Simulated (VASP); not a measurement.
# Mg8HO8 (a cell with a defect) in VASP: notebook

Runs on Mg8HO8 (a cell with a defect). Level: PBE. Tasks: single point.

Program: VASP 6.6.1. These are calculated values, not measurements. Logs are shortened: lines on timing, memory, paths and dates and some standing lists are left out, and cuts for length are marked.

### 1 The cell of the first run

The cell holds a defect, 17 atoms: a = 5.624 Å, b = 5.624 Å, c = 5.624 Å, α = 60.00°, β = 60.00°, γ = 60.00°.

### 2 Single point, PBE

Input file INCAR:

```
ALGO     = Normal         # electronic algorithm
EDIFF    = 1E-7           # SCF threshold, eV
ENCUT    = 520            # plane-wave cutoff, eV
GGA      = PE             # functional
ISIF     = 2              # what is computed and relaxed
ISMEAR   = -1             # smearing method
LASPH    = True           # aspherical terms in the spheres
LCHARG   = False          # write CHGCAR
LREAL    = Auto         
LWAVE    = False          # write WAVECAR
NBANDS   = 46             # bands
NELECT   = 64.0         
NELM     = 100            # most SCF steps
PREC     = Accurate       # precision mode
SIGMA    = 0.05           # smearing width, eV
```

Input file KPOINTS:

```
k-points
0
Gamma
  2 2 2
```

Input file POSCAR:

```
Mg8HO8
1.0
    0.0000000000      3.9770000000      3.9770000000
    3.9770000000      0.0000000000      3.9770000000
    3.9770000000      3.9770000000      0.0000000000
Mg O H
8 8 1
Direct
    0.0171234475     -0.0136905256      0.0177145498
    0.0171347777     -0.0136911750      0.4788203439
    0.0008909692      0.4961364852      0.0014805415
    0.0063522743      0.4920307544      0.5008013612
    0.4782060043     -0.0137003680      0.0177420899
    0.5012312824     -0.0049052719      0.5018296097
    0.5001980290      0.4920283292      0.0069627097
    0.5001945946      0.4920255375      0.5007931959
    0.2509638115      0.2432501582      0.2515642834
    0.2509611186      0.2432506703      0.7542077217
    0.2560519548      0.7306000121      0.2566622345
    0.2486205274      0.7472727687      0.7520456932
    0.7536095769      0.2432545209      0.2515585788
    0.7554007537      0.2325874513      0.7559981924
    0.7514534486      0.7472823613      0.2492029143
    0.7514554028      0.7472919407      0.7520477686
    0.8268088266      1.0181677508      0.8274792115
```

Potentials or basis: VASP PAW PBE potentials, release 64 (Mg, O, H).

Command:

```sh
$ cat potpaw_PBE.64/Mg/POTCAR potpaw_PBE.64/O/POTCAR potpaw_PBE.64/H/POTCAR > POTCAR
$ mpirun -np 1 vasp_std > vasp.out
```

OUTCAR:

```text
EDIFF = 1E-7
   ENCUT = 520
   GGA = PE
   ISIF = 2
   ISMEAR = -1
   LASPH = True
   LREAL = Auto
   NELECT = 64.0
   NELM = 100
   PREC = Accurate

 ion  position               nearest neighbor table
   1  0.017  0.986  0.018-  17 1.76  11 1.90  10 1.96  13 1.96  15 2.01  12 2.01  14 2.08   5 2.59
                             2 2.59   7 2.75   4 2.75   3 2.78   6 2.82   6 2.82   3 2.85   4 2.88
   2  0.017  0.986  0.479-  17 1.76  11 1.90   9 1.96  13 1.96  16 2.01  12 2.01  14 2.08   5 2.59
                             1 2.59   8 2.75   4 2.75   3 2.78   6 2.82   6 2.82   3 2.85   4 2.88
   3  0.001  0.496  0.001-  12 1.98  15 1.98  16 1.98   9 1.99  10 1.99  13 1.99   5 2.78   2 2.78
                             1 2.78   7 2.81   8 2.81   4 2.81   4 2.81   8 2.81   7 2.81   1 2.85
   4  0.006  0.492  0.501-  11 1.94  10 1.98   9 1.98  15 2.01  16 2.01  14 2.03   2 2.75   1 2.75
                             8 2.78   7 2.78   6 2.79   3 2.81   3 2.81   6 2.84   7 2.85   8 2.85
   5  0.478  0.986  0.018-  17 1.76  11 1.90   9 1.96  10 1.96  16 2.01  15 2.01  14 2.08   2 2.59
                             1 2.59   8 2.75   7 2.75   3 2.78   6 2.82   6 2.82   3 2.85   7 2.88
   6  0.501  0.995  0.502-  12 1.99  15 1.99  16 1.99   9 1.99  10 1.99  13 1.99   8 2.79   7 2.79
                             4 2.79   2 2.82   1 2.82   5 2.82   1 2.82   5 2.82   2 2.82   4 2.84
   7  0.500  0.492  0.007-  11 1.94  13 1.98   9 1.98  12 2.01  16 2.01  14 2.03   5 2.75   1 2.75
                             8 2.78   4 2.78   6 2.79   3 2.81   3 2.81   6 2.84   4 2.85   8 2.85
   8  0.500  0.492  0.501-  11 1.94  13 1.98  10 1.98  12 2.01  15 2.01  14 2.03   5 2.75   2 2.75
                             7 2.78   4 2.78   6 2.79   3 2.81   3 2.81   6 2.84   4 2.85   7 2.85
   9  0.251  0.243  0.252-   2 1.96   5 1.96   7 1.98   4 1.98   3 1.99   6 1.99
  10  0.251  0.243  0.754-   1 1.96   5 1.96   8 1.98   4 1.98   3 1.99   6 1.99
  11  0.256  0.731  0.257-   5 1.90   2 1.90   1 1.90   4 1.94   7 1.94   8 1.94
  12  0.249  0.747  0.752-   3 1.98   6 1.99   1 2.01   2 2.01   7 2.01   8 2.01
  13  0.754  0.243  0.252-   2 1.96   1 1.96   8 1.98   7 1.98   3 1.99   6 1.99
  14  0.755  0.233  0.756-  17 0.98   4 2.03   7 2.03   8 2.03   1 2.08   2 2.08   5 2.08
  15  0.751  0.747  0.249-   3 1.98   6 1.99   1 2.01   5 2.01   4 2.01   8 2.01
  16  0.751  0.747  0.752-   3 1.98   6 1.99   2 2.01   5 2.01   4 2.01   7 2.01
  17  0.827  0.018  0.827-  14 0.98   5 1.76   2 1.76   1 1.76

  LATTYP: Found a face centered cubic cell.
 ALAT       =     7.9540000000

  Lattice vectors:

 A1 = (   0.0000000000,   3.9770000000,   3.9770000000)
 A2 = (   3.9770000000,   0.0000000000,   3.9770000000)
 A3 = (   3.9770000000,   3.9770000000,   0.0000000000)

Analysis of symmetry for initial positions (statically):
=====================================================================
 Subroutine PRICEL returns:
 Original cell was already a primitive cell.

 Routine SETGRP: Setting up the symmetry group for a
 face centered cubic supercell.

 Subroutine GETGRP returns: Found  1 space group operations
 (whereof  1 operations were pure point group operations)
 out of a pool of 48 trial point group operations.

The static configuration has the point symmetry C_1 .

Analysis of symmetry for dynamics (positions and initial velocities):
=====================================================================
 Subroutine PRICEL returns:
 Original cell was already a primitive cell.

 Routine SETGRP: Setting up the symmetry group for a
 face centered cubic supercell.

 Subroutine GETGRP returns: Found  1 space group operations
 (whereof  1 operations were pure point group operations)
 out of a pool of 48 trial point group operations.

The dynamic configuration has the point symmetry C_1 .

 Subroutine INISYM returns: Found  1 space group operations
 (whereof  1 operations are pure point group operations),
 and found     1 'primitive' translations

----------------------------------------------------------------------------------------

                                     Primitive cell

  volume of cell :     125.8047

  direct lattice vectors                    reciprocal lattice vectors
     0.000000000  3.977000000  3.977000000    -0.125722907  0.125722907  0.125722907
     3.977000000  0.000000000  3.977000000     0.125722907 -0.125722907  0.125722907
     3.977000000  3.977000000  0.000000000     0.125722907  0.125722907 -0.125722907

  length of vectors
     5.624327338  5.624327338  5.624327338     0.217758462  0.217758462  0.217758462

  position of ions in fractional coordinates (direct lattice)
     0.017123447  0.986309474  0.017714550
     0.017134778  0.986308825  0.478820344
     0.000890969  0.496136485  0.001480542
     0.006352274  0.492030754  0.500801361
     0.478206004  0.986299632  0.017742090
     0.501231282  0.995094728  0.501829610
[... 9 lines left out ...]
     0.751455403  0.747291941  0.752047769
     0.826808827  0.018167751  0.827479211

  ion indices of the primitive-cell ions
   primitive index   ion index
                 1           1
                 2           2
                 3           3
                 4           4
                 5           5
                 6           6
[... 9 lines left out ...]
                16          16
                17          17

----------------------------------------------------------------------------------------

 KPOINTS: k-points

Automatic generation of k-mesh.
 Grid dimensions read from file:
 generate k-points for:    2    2    2

 Generating k-lattice:

  Cartesian coordinates                     Fractional coordinates (reciprocal lattice)
    -0.062861453  0.062861453  0.062861453     0.500000000  0.000000000  0.000000000
     0.062861453 -0.062861453  0.062861453     0.000000000  0.500000000  0.000000000
     0.062861453  0.062861453 -0.062861453     0.000000000  0.000000000  0.500000000

  Length of vectors
     0.108879231  0.108879231  0.108879231

  Shift w.r.t. Gamma in fractional coordinates (k-lattice)
     0.000000000  0.000000000  0.000000000

 Subroutine IBZKPT returns following result:
 ===========================================

 Found      8 irreducible k-points:

 Following reciprocal coordinates:
            Coordinates               Weight
  0.000000  0.000000  0.000000      1.000000
  0.500000  0.000000  0.000000      1.000000
  0.000000  0.500000  0.000000      1.000000
  0.000000  0.000000  0.500000      1.000000
  0.500000  0.500000  0.500000      1.000000
  0.500000  0.500000  0.000000      1.000000
  0.000000  0.500000  0.500000      1.000000
  0.500000  0.000000  0.500000      1.000000
   k-points           NKPTS =      8   k-points in BZ     NKDIM =      8   number of bands    NBANDS=     46
   number of dos      NEDOS =    301   number of ions     NIONS =     17
   total plane-waves  NPLWV =  74088
   dimension x,y,z NGX =    42 NGY =   42 NGZ =   42
   dimension x,y,z NGXF=    84 NGYF=   84 NGZF=   84
   ions per type =               8   8   1
   NGX,Y,Z   is equivalent  to a cutoff of  12.41, 12.41, 12.41 a.u.
   NGXF,Y,Z  is equivalent  to a cutoff of  24.83, 24.83, 24.83 a.u.
 SYSTEM =  unknown system
   PREC   = accura    normal or accurate (medium, high low for compatibility)
   ISTART =      0    job   : 0-new  1-cont  2-samecut
   ICHARG =      2    charge: 1-file 2-atom 10-const
   ISPIN  =      1    spin polarized calculation?
   LNONCOLLINEAR =      F non collinear calculations
   LSORBIT =      F    spin-orbit coupling
   LASPH  =      T    aspherical Exc in radial PAW
   ENCUT  =  520.0 eV  38.22 Ry    6.18 a.u.  10.46 10.46 10.46*2*pi/ulx,y,z
   NELM   =    100;   NELMIN=  2; NELMDL= -5     # of ELM steps
   EDIFF  = 0.1E-06   stopping-criterion for ELM
   LREAL  =      T    real-space projection
   EDIFFG = 0.1E-05   stopping-criterion for IOM
   NSW    =      0    number of steps for IOM
   IBRION =     -1    ionic relax: 0-MD 1-quasi-New 2-CG
   NFREE  =      0    steps in history (QN), initial steepest desc. (CG)
   ISIF   =      2    stress and relaxation
   ISYM   =      2    0-nonsym 1-usesym 2-fastsym
   POTIM  = 0.5000    time-step for ionic-motion
   TEBEG  =    0.0;   TEEND  =   0.0 temperature during run
   PSTRESS=    0.0 pullay stress
   NELECT =      64.0000    total number of electrons
   NUPDOWN=      -1.0000    fix difference up-down
   EMIN   =  10.00;   EMAX   =-10.00  energy-range for DOS
   EFERMI =   0.00;   METHOD = LEGACY
   ISMEAR =    -1;   SIGMA  =   0.05  broadening in eV -4-tet -1-fermi 0-gaus
   EFERMI_NEDOS =   21; number of points for ismear=-14 and -15
   IALGO  =     38    algorithm
   IMIX   =      4    mixing-type and parameters
     AMIX     =   0.40;   BMIX     =  1.00
     AMIX_MAG =   1.60;   BMIX_MAG =  1.00
  volume/ion in A,a.u.               =       7.40        49.94
  Fermi-wavevector in a.u.,A,eV,Ry     =   1.306881  2.469646 23.237891  1.707937
  Thomas-Fermi vector in A             =   2.437653
   LORBIT       =      0    0 simple, 1 ext, 2 COOP (PROOUT), +10 PAW based schemes
   GGA     = PE    functional components
   LHFCALC =     F    Hartree Fock is set to
   AEXX    =    0.0000 exact exchange contribution
   IVDW    =     0    specifies the selected vdW correction
   LEPSILON=     F    determine dielectric tensor
   LRPA    =     F    only Hartree local field effects (RPA)
 non-spin polarized calculation
  energy-cutoff  :      520.00
  volume of cell :      125.80
 maximum number of plane-waves:      3383
 NGX is ok and might be reduce to    42
   NGX = 21   NGY = 21   NGZ = 21

 number of electron      64.0000000 magnetization

 Free energy of the ion-electron system (eV)
  ---------------------------------------------------
  ext. energy  EPLUGINS =         0.00000000
  ---------------------------------------------------
  free energy    TOTEN  =       -99.56806720 eV

  energy without entropy =      -99.56806720  energy(sigma->0) =      -99.56806720

 E-fermi :   5.9925     XC(G=0): -11.9052

 val. band max:        4.7500663742   @ k =   0.0000   0.0000   0.0000
 cond. band min:      10.2104729697   @ k =   0.0000   0.0000   0.0000
 fundamental gap:      5.4604065955
 Fermi energy:         5.9925137869

 k-point     1 :       0.0000    0.0000    0.0000
  band No.  band energies     occupation
      1     -15.9052      2.00000
      2     -13.0147      2.00000
      3     -11.7307      2.00000
      4     -11.5318      2.00000
      5     -11.5101      2.00000
      6     -11.5099      2.00000
[... 36 lines left out ...]
     43      16.8952      0.00000
     44      17.9497      0.00000

 k-point     2 :       0.5000    0.0000    0.0000
  band No.  band energies     occupation
      1     -15.8534      2.00000
      2     -12.6674      2.00000
      3     -12.1476      2.00000
      4     -11.7149      2.00000
      5     -11.4127      2.00000
      6     -11.3909      2.00000
[... 36 lines left out ...]
     43      17.8862      0.00000
     44      17.9028      0.00000

 k-point     3 :       0.0000    0.5000    0.0000
  band No.  band energies     occupation
      1     -15.8455      2.00000
      2     -12.6909      2.00000
      3     -12.1517      2.00000
      4     -11.7381      2.00000
      5     -11.3892      2.00000
      6     -11.3890      2.00000
[... 224 lines left out ...]
     43      17.3760      0.00000
     44      17.4153      0.00000

 k-point     8 :       0.5000    0.0000    0.5000
  band No.  band energies     occupation
      1     -15.8382      2.00000
      2     -12.3937      2.00000
      3     -12.2940      2.00000
      4     -11.6583      2.00000
      5     -11.6374      2.00000
      6     -11.6339      2.00000
[... 36 lines left out ...]
     43      17.3761      0.00000
     44      17.4154      0.00000
 [bands above 44 left out]

------------------------ aborting loop because EDIFF is reached ----------------------------------------

  FORCE on cell =-STRESS in cart. coord.  units (eV):
  Direction    XX          YY          ZZ          XY          YZ          ZX
  --------------------------------------------------------------------------------------
  -------------------------------------------------------------------------------------
  Total       31.2293784     31.2268782     31.2327201      2.1299537      2.1312824     -2.1333976
  in kB      397.7197467    397.6879057    397.7623041     27.1258883     27.1428107    -27.1697479
  external PRESSURE =     397.7233188 kB  Pullay stress =       0.0000000 kB

 VOLUME and BASIS-vectors are now :
 -----------------------------------------------------------------------------
  energy-cutoff  :      520.00
  volume of cell :      125.80
      direct lattice vectors                 reciprocal lattice vectors
     0.000000000  3.977000000  3.977000000    -0.125722907  0.125722907  0.125722907
     3.977000000  0.000000000  3.977000000     0.125722907 -0.125722907  0.125722907
     3.977000000  3.977000000  0.000000000     0.125722907  0.125722907 -0.125722907

 POSITION                                       TOTAL-FORCE (eV/Angst)
 -----------------------------------------------------------------------------------
      3.99300      0.13855      3.99065         0.005620      0.028074      0.005138
      5.82682      1.97241      3.99070        -0.027927     -0.005660      0.005068
      1.97902      0.00943      1.97668        -0.006192      0.006088     -0.007579
      3.94849      2.01695      1.98207        -0.004248      0.004231      0.015415
      3.99307      1.97239      5.82434         0.006010     -0.006126     -0.027193
      5.95327      3.98917      5.95089         0.003901     -0.003771      0.005184
[... 9 lines left out ...]
      5.96287      5.97943      5.96052         0.003856     -0.005066      0.003390
      3.36314      6.57910      3.36047        -0.074113      0.074686     -0.073342
 -----------------------------------------------------------------------------------
    total drift:                                0.003215     -0.002961      0.009287

  FREE ENERGIE OF THE ION-ELECTRON SYSTEM (eV)
  ---------------------------------------------------
  free  energy   TOTEN  =       -99.5680672024 eV

  energy  without entropy=      -99.5680672024  energy(sigma->0) =      -99.56806720
```

Wall time 1.9 min (1 thread of Intel Xeon Platinum 8375C at 2.90GHz (Ice Lake), shared host); peak memory 0.27 GiB.

What came out:

* Free energy: -99.5681 eV
* Largest force: 0.129 eV/Å

Forces on the atoms (eV/Å):
```
Mg   0.006  0.028  0.005
Mg  -0.028 -0.006  0.005
Mg  -0.006  0.006 -0.008
Mg  -0.004  0.004  0.015
Mg   0.006 -0.006 -0.027
Mg   0.004 -0.004  0.005
Mg   0.016  0.004 -0.005
Mg  -0.004 -0.016 -0.004
O    0.005  0.001  0.004
O   -0.001 -0.004  0.005
O   -0.008  0.008 -0.008
O    0.003 -0.003  0.005
O    0.004 -0.003  0.000
O    0.074 -0.075  0.074
O    0.005 -0.004  0.003
O    0.004 -0.005  0.003
H   -0.074  0.075 -0.073
```

Caveat: the k points lie up to 0.68 Å⁻¹ apart; the cell carries a net charge on a neutralising background, which shifts energy and pressure; the cell is charged against a uniform background, so pressure and absolute levels hang on convention.

### 3 Single point, PBE

Input file INCAR:

```
ALGO = Normal
EDIFF = 1E-6
ENCUT = 520
GGA = PE
ISIF = 2
ISMEAR = -1
LASPH = True
LCHARG = True
LELF = True
LREAL = Auto
LVHAR = True
LWAVE = False
NBANDS = 46
NELECT = 64.0
NELM = 80
PREC = Accurate
SIGMA = 0.05
```

KPOINTS is that of step 2.

Input file POSCAR:

```
Mg8HO8
1.0
    0.0000000000      3.9770000000      3.9770000000
    3.9770000000      0.0000000000      3.9770000000
    3.9770000000      3.9770000000      0.0000000000
Mg O H
8 8 1
Direct
    0.0074993101     -0.0065631481     -0.0004536332
    0.0037067563     -0.0012121954      0.4987667871
    0.0075084070      0.4995723817     -0.0004490262
    0.0075031313      0.4995697277      0.4934077161
    0.5132909864     -0.0173254383      0.0213984020
    0.5132944533     -0.0173068029      0.4826767250
    0.5045740930      0.4984971266     -0.0015225345
    0.5132882498      0.5214441639      0.4826448141
    0.2563227196      0.2462396047      0.2487361524
    0.2669048527      0.2443874292      0.7443672009
    0.2563170950      0.7487561818      0.2487302930
    0.2563203204      0.7487595437      0.7462211105
    0.7523912135      0.2482410898      0.2511926717
    0.7523772138      0.2482345784      0.7482065143
    0.7687709271      0.7437786186      0.2437468602
    0.7524013583      0.7512013307      0.7482176549
    0.4814905623      1.1729247077      0.6728467318
```

Potentials or basis: VASP PAW PBE potentials, release 64 (Mg, O, H).

Command:

```sh
$ cat potpaw_PBE.64/Mg/POTCAR potpaw_PBE.64/O/POTCAR potpaw_PBE.64/H/POTCAR > POTCAR
$ mpirun -np 1 vasp_std > vasp.out
```

Wall time 1.7 min (1 thread of Intel Xeon Platinum 8375C at 2.90GHz (Ice Lake), shared host); peak memory 0.26 GiB.

The run converged. Its results:

```
Free energy   : -99.5681 eV
Largest force : 0.100 eV/Å
```

Forces on the atoms (eV/Å):
```
Mg  -0.008  0.008 -0.023
Mg  -0.001  0.001  0.001
Mg   0.023  0.008  0.008
Mg  -0.008 -0.023  0.008
Mg   0.013  0.037 -0.013
Mg  -0.037 -0.013 -0.013
Mg   0.006 -0.006 -0.006
Mg   0.013 -0.013  0.036
O   -0.002  0.002  0.000
O    0.055 -0.054 -0.054
O    0.000  0.001  0.002
O   -0.001  0.000  0.002
O    0.003 -0.015 -0.003
O    0.015 -0.003 -0.003
O   -0.017  0.016  0.016
O    0.003 -0.003 -0.015
H   -0.058  0.058  0.057
```

Levels at points of the mesh, in eV from the Fermi level:
```csv
k point,band 29,band 30,band 31,band 32,band 33,band 34,band 35,band 36
"(0.00, 0.00, 0.00)",-1.85,-1.29,-1.24,-1.24,4.21,6.16,7.65,7.85
"(0.50, 0.00, 0.00)",-1.71,-1.71,-1.62,-1.62,6.51,7.44,8.16,9.29
"(0.00, 0.50, 0.00)",-1.73,-1.71,-1.61,-1.59,5.56,7.66,8.29,9.34
"(0.00, 0.00, 0.50)",-1.73,-1.71,-1.61,-1.59,5.56,7.66,8.29,9.34
"(0.50, 0.50, 0.50)",-1.73,-1.71,-1.61,-1.59,5.56,7.66,8.29,9.34
"(0.50, 0.50, 0.00)",-1.95,-1.93,-1.91,-1.84,6.51,8.56,9.11,9.57
"(0.00, 0.50, 0.50)",-1.95,-1.93,-1.91,-1.84,6.51,8.56,9.11,9.57
"(0.50, 0.00, 0.50)",-1.95,-1.93,-1.91,-1.84,6.51,8.56,9.11,9.57
```

Caveat: the k points lie up to 0.68 Å⁻¹ apart; the cell carries a net charge on a neutralising background, which shifts energy and pressure; the cell is charged against a uniform background, so pressure and absolute levels hang on convention.
